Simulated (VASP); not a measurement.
# InAs (F-43m) in VASP: density of states with PBEsol

Aim: the density of states of InAs with PBEsol.

All numbers are computed with VASP 6.6.1; they aren't measurements. Logs are shortened: lines on timing, memory, paths and dates and some standing lists are left out, and cuts for length are marked.

## (1) The cell of the first run

The structure is cubic, space group F-43m (No. 216). Conventional cell: a = 6.088 Å, b = 6.088 Å, c = 6.088 Å, α = 90.00°, β = 90.00°, γ = 90.00°. In (site symmetry -43m) has 4 As at 2.64 Å within 3.5 Å. As (site symmetry -43m) has 4 In at 2.64 Å within 3.5 Å.

## (2) Density of states, PBEsol

POSCAR

```
InAs
1.0
    0.0000000000      3.0438898043      3.0438898043
    3.0438898043      0.0000000000      3.0438898043
    3.0438898043      3.0438898043      0.0000000000
In As
1 1
Direct
    0.0000000000      0.0000000000      0.0000000000
    0.2500000000      0.2500000000      0.2500000000
```

INCAR.step1

```
PREC = Accurate
ENCUT = 520
EDIFF = 1E-7
ISMEAR = 0
SIGMA = 0.1
LREAL = False
LASPH = True
NELM = 100
ALGO = Normal
ISIF = 2
LWAVE = False
LCHARG = True
GGA = PS
NBANDS = 16
```

KPOINTS.step1

```
regular mesh
0
Gamma
  12 12 12
```

INCAR.step2

```
PREC = Accurate
ENCUT = 520
EDIFF = 1E-7
ISMEAR = -5
SIGMA = 0.1
LREAL = False
LASPH = True
NELM = 100
ALGO = Normal
ISIF = 2
LWAVE = False
LCHARG = False
GGA = PS
LORBIT = 11
NBANDS = 16
NEDOS = 2001
ICHARG = 11
```

KPOINTS.step2

```
regular mesh
0
Gamma
  18 18 18
```

Potentials or basis: VASP PAW PBE potentials, release 64 (In_d, As).

Launch:

```bash
$ cat potpaw_PBE.64/In_d/POTCAR potpaw_PBE.64/As/POTCAR > POTCAR
$ cp INCAR.step1 INCAR
$ cp KPOINTS.step1 KPOINTS
$ mpirun -np 1 vasp_std > vasp.out
$ cp INCAR.step2 INCAR
$ cp KPOINTS.step2 KPOINTS
$ mpirun -np 1 vasp_std > vasp.out
```

OUTCAR:

```text
PREC = Accurate
   ENCUT = 520
   EDIFF = 1E-7
   ISMEAR = -5
   LREAL = False
   LASPH = True
   NELM = 100
   ISIF = 2
   GGA = PS
   LORBIT = 11
   ICHARG = 11

 ion  position               nearest neighbor table
   1  0.000  0.000  0.000-   2 2.64   2 2.64   2 2.64   2 2.64
   2  0.250  0.250  0.250-   1 2.64   1 2.64   1 2.64   1 2.64

  LATTYP: Found a face centered cubic cell.
 ALAT       =     6.0877796086

  Lattice vectors:

 A1 = (   0.0000000000,   3.0438898043,   3.0438898043)
 A2 = (   3.0438898043,   0.0000000000,   3.0438898043)
 A3 = (   3.0438898043,   3.0438898043,   0.0000000000)

Analysis of symmetry for initial positions (statically):
=====================================================================
 Subroutine PRICEL returns:
 Original cell was already a primitive cell.

 Routine SETGRP: Setting up the symmetry group for a
 face centered cubic supercell.

 Subroutine GETGRP returns: Found 24 space group operations
 (whereof 24 operations were pure point group operations)
 out of a pool of 48 trial point group operations.

The static configuration has the point symmetry T_d .

Analysis of symmetry for dynamics (positions and initial velocities):
=====================================================================
 Subroutine PRICEL returns:
 Original cell was already a primitive cell.

 Routine SETGRP: Setting up the symmetry group for a
 face centered cubic supercell.

 Subroutine GETGRP returns: Found 24 space group operations
 (whereof 24 operations were pure point group operations)
 out of a pool of 48 trial point group operations.

The dynamic configuration has the point symmetry T_d .

 Subroutine INISYM returns: Found 24 space group operations
 (whereof 24 operations are pure point group operations),
 and found     1 'primitive' translations

----------------------------------------------------------------------------------------

                                     Primitive cell

  volume of cell :      56.4049

  direct lattice vectors                    reciprocal lattice vectors
     0.000000000  3.043889804  3.043889804    -0.164263502  0.164263502  0.164263502
     3.043889804  0.000000000  3.043889804     0.164263502 -0.164263502  0.164263502
     3.043889804  3.043889804  0.000000000     0.164263502  0.164263502 -0.164263502

  length of vectors
     4.304710244  4.304710244  4.304710244     0.284512732  0.284512732  0.284512732

  position of ions in fractional coordinates (direct lattice)
     0.000000000  0.000000000  0.000000000
     0.250000000  0.250000000  0.250000000

  ion indices of the primitive-cell ions
   primitive index   ion index
                 1           1
                 2           2

----------------------------------------------------------------------------------------

 KPOINTS: regular mesh

Automatic generation of k-mesh.
 Grid dimensions read from file:
 generate k-points for:   18   18   18

 Generating k-lattice:

  Cartesian coordinates                     Fractional coordinates (reciprocal lattice)
    -0.009125750  0.009125750  0.009125750     0.055555556  0.000000000  0.000000000
     0.009125750 -0.009125750  0.009125750     0.000000000  0.055555556  0.000000000
     0.009125750  0.009125750 -0.009125750     0.000000000  0.000000000  0.055555556

  Length of vectors
     0.015806263  0.015806263  0.015806263

  Shift w.r.t. Gamma in fractional coordinates (k-lattice)
     0.000000000  0.000000000  0.000000000

 TETIRR: Found    806 inequivalent tetrahedra from    34992

 Subroutine IBZKPT returns following result:
 ===========================================

 Found    195 irreducible k-points:

 Following reciprocal coordinates:
            Coordinates               Weight
  0.000000  0.000000  0.000000      1.000000
  0.055556  0.000000  0.000000      8.000000
  0.111111  0.000000  0.000000      8.000000
  0.166667  0.000000  0.000000      8.000000
  0.222222  0.000000  0.000000      8.000000
  0.277778  0.000000  0.000000      8.000000
[... 16 lines left out ...]
 -0.277778  0.055556  0.000000     24.000000
 -0.222222  0.055556  0.000000     24.000000
 [... further k-points ...]
   k-points           NKPTS =    195   k-points in BZ     NKDIM =    195   number of bands    NBANDS=     16
   number of dos      NEDOS =   2001   number of ions     NIONS =      2
   total plane-waves  NPLWV =  32768
   dimension x,y,z NGX =    32 NGY =   32 NGZ =   32
   dimension x,y,z NGXF=    64 NGYF=   64 NGZF=   64
   ions per type =               1   1
   NGX,Y,Z   is equivalent  to a cutoff of  12.36, 12.36, 12.36 a.u.
   NGXF,Y,Z  is equivalent  to a cutoff of  24.72, 24.72, 24.72 a.u.
 SYSTEM =  unknown system
   PREC   = accura    normal or accurate (medium, high low for compatibility)
   ISTART =      0    job   : 0-new  1-cont  2-samecut
   ICHARG =     11    charge: 1-file 2-atom 10-const
   ISPIN  =      1    spin polarized calculation?
   LNONCOLLINEAR =      F non collinear calculations
   LSORBIT =      F    spin-orbit coupling
   LASPH  =      T    aspherical Exc in radial PAW
   ENCUT  =  520.0 eV  38.22 Ry    6.18 a.u.   8.00  8.00  8.00*2*pi/ulx,y,z
   NELM   =    100;   NELMIN=  2; NELMDL=  0     # of ELM steps
   EDIFF  = 0.1E-06   stopping-criterion for ELM
   LREAL  =      F    real-space projection
   EDIFFG = 0.1E-05   stopping-criterion for IOM
   NSW    =      0    number of steps for IOM
   IBRION =     -1    ionic relax: 0-MD 1-quasi-New 2-CG
   NFREE  =      0    steps in history (QN), initial steepest desc. (CG)
   ISIF   =      2    stress and relaxation
   ISYM   =      2    0-nonsym 1-usesym 2-fastsym
   POTIM  = 0.5000    time-step for ionic-motion
   TEBEG  =    0.0;   TEEND  =   0.0 temperature during run
   PSTRESS=    0.0 pullay stress
   NELECT =      18.0000    total number of electrons
   NUPDOWN=      -1.0000    fix difference up-down
   EMIN   =  10.00;   EMAX   =-10.00  energy-range for DOS
   EFERMI =   0.00;   METHOD = LEGACY
   ISMEAR =    -5;   SIGMA  =   0.10  broadening in eV -4-tet -1-fermi 0-gaus
   EFERMI_NEDOS =   21; number of points for ismear=-14 and -15
   IALGO  =     38    algorithm
   IMIX   =      4    mixing-type and parameters
     AMIX     =   0.40;   BMIX     =  1.00
     AMIX_MAG =   1.60;   BMIX_MAG =  1.00
  volume/ion in A,a.u.               =      28.20       190.32
  Fermi-wavevector in a.u.,A,eV,Ry     =   1.118734  2.114100 17.028578  1.251565
  Thomas-Fermi vector in A             =   2.255367
   LORBIT       =     11    0 simple, 1 ext, 2 COOP (PROOUT), +10 PAW based schemes
   GGA     = PS    functional components
   LHFCALC =     F    Hartree Fock is set to
   AEXX    =    0.0000 exact exchange contribution
   IVDW    =     0    specifies the selected vdW correction
   LEPSILON=     F    determine dielectric tensor
   LRPA    =     F    only Hartree local field effects (RPA)
 non-spin polarized calculation
 Fermi weights with tetrahedron method with Bloechl corrections
  energy-cutoff  :      520.00
  volume of cell :       56.40
 maximum number of plane-waves:      1540

 number of electron      17.9999992 magnetization

 Free energy of the ion-electron system (eV)
  ---------------------------------------------------
  ext. energy  EPLUGINS =         0.00000000
  ---------------------------------------------------
  free energy    TOTEN  =        -8.49083069 eV

  energy without entropy =       -8.49083069  energy(sigma->0) =       -8.49083069

 E-fermi :   4.1722     XC(G=0):  -9.1966

 val. band max:        4.1707811660   @ k =   0.0000   0.0000   0.0000
 cond. band min:       4.1707812613   @ k =   0.0000   0.0000   0.0000
 fundamental gap:      0.0000000953
 Fermi energy:         4.1722382434

 k-point     1 :       0.0000    0.0000    0.0000
  band No.  band energies     occupation
      1     -10.1211      2.00000
      2     -10.1211      2.00000
      3     -10.1211      2.00000
      4      -9.9993      2.00000
      5      -9.9993      2.00000
      6      -7.5904      2.00000
[... 8 lines left out ...]
     15      13.7843      0.00000
     16      13.7843      0.00000

 k-point     2 :       0.0556    0.0000    0.0000
  band No.  band energies     occupation
      1     -10.1251      2.00000
      2     -10.1199      2.00000
      3     -10.1199      2.00000
      4      -9.9994      2.00000
      5      -9.9994      2.00000
      6      -7.5588      2.00000
[... 8 lines left out ...]
     15      13.4243      0.00000
     16      13.4243      0.00000

 k-point     3 :       0.1111    0.0000    0.0000
  band No.  band energies     occupation
      1     -10.1365      2.00000
      2     -10.1167      2.00000
      3     -10.1167      2.00000
      4      -9.9994      2.00000
      5      -9.9994      2.00000
      6      -7.4657      2.00000
[... 8 lines left out ...]
     15      12.9798      0.00000
     16      12.9798      0.00000

 k-point     4 :       0.1667    0.0000    0.0000
  band No.  band energies     occupation
      1     -10.1533      2.00000
      2     -10.1119      2.00000
      3     -10.1119      2.00000
      4      -9.9994      2.00000
      5      -9.9994      2.00000
      6      -7.3158      2.00000
[... 8 lines left out ...]
     15      12.6830      0.00000
     16      12.6830      0.00000
[... 324 lines left out ...]
 k-point    22 :      -0.3333    0.0556    0.0000
  band No.  band energies     occupation
      1     -10.2190      2.00000
      2     -10.0950      2.00000
      3     -10.0936      2.00000
      4      -9.9975      2.00000
      5      -9.9938      2.00000
      6      -6.5316      2.00000
[... 8 lines left out ...]
     15      12.9012      0.00000
     16      13.9092      0.00000

 k-point    23 :      -0.2778    0.0556    0.0000
  band No.  band energies     occupation
      1     -10.2022      2.00000
      2     -10.0994      2.00000
      3     -10.0971      2.00000
      4      -9.9995      2.00000
      5      -9.9952      2.00000
      6      -6.7774      2.00000
[... 8 lines left out ...]
     15      12.4504      0.00000
     16      13.4368      0.00000

 k-point    24 :      -0.2222    0.0556    0.0000
  band No.  band energies     occupation
      1     -10.1829      2.00000
      2     -10.1048      2.00000
      3     -10.1017      2.00000
      4     -10.0008      2.00000
      5      -9.9965      2.00000
      6      -7.0176      2.00000
[... 8 lines left out ...]
     15      12.4383      0.00000
     16      13.2027      0.00000

 [... further k-points ...]

------------------------ aborting loop because EDIFF is reached ----------------------------------------

  FORCE on cell =-STRESS in cart. coord.  units (eV):
  Direction    XX          YY          ZZ          XY          YZ          ZX
  --------------------------------------------------------------------------------------
  -------------------------------------------------------------------------------------
  Total        0.0222755      0.0222755      0.0222755      0.0000000      0.0000000     -0.0000000
  in kB        0.6327346      0.6327346      0.6327346      0.0000000      0.0000000     -0.0000000
  external PRESSURE =       0.6327346 kB  Pullay stress =       0.0000000 kB

 VOLUME and BASIS-vectors are now :
 -----------------------------------------------------------------------------
  energy-cutoff  :      520.00
  volume of cell :       56.40
      direct lattice vectors                 reciprocal lattice vectors
     0.000000000  3.043889804  3.043889804    -0.164263502  0.164263502  0.164263502
     3.043889804  0.000000000  3.043889804     0.164263502 -0.164263502  0.164263502
     3.043889804  3.043889804  0.000000000     0.164263502  0.164263502 -0.164263502

 POSITION                                       TOTAL-FORCE (eV/Angst)
 -----------------------------------------------------------------------------------
      0.00000      0.00000      0.00000         0.000000     -0.000000      0.000000
      1.52194      1.52194      1.52194        -0.000000      0.000000     -0.000000
 -----------------------------------------------------------------------------------
    total drift:                               -0.000000     -0.000000     -0.000000

  FREE ENERGIE OF THE ION-ELECTRON SYSTEM (eV)
  ---------------------------------------------------
  free  energy   TOTEN  =        -8.4908306898 eV

  energy  without entropy=       -8.4908306898  energy(sigma->0) =       -8.49083069

 total charge

# of ion       s       p       d       tot
------------------------------------------
    1        0.849   0.718   9.886  11.454
    2        1.225   1.547   0.021   2.793
--------------------------------------------------
tot          2.074   2.265   9.908  14.247
```

Run time: 3.2 min. Hardware: 1 thread of AMD EPYC 7R43 (Zen 3), shared host; peak memory 0.27 GiB.

What came out:

- Valence electrons inside the program's atomic spheres: In 11.45; As 2.79

Caveat: the PAW data sets were made with another functional, which shifts forces and pressure a little; spin-orbit coupling is left out, which moves the levels of the heavy elements; tetrahedron occupations give inexact forces and stress in metals.
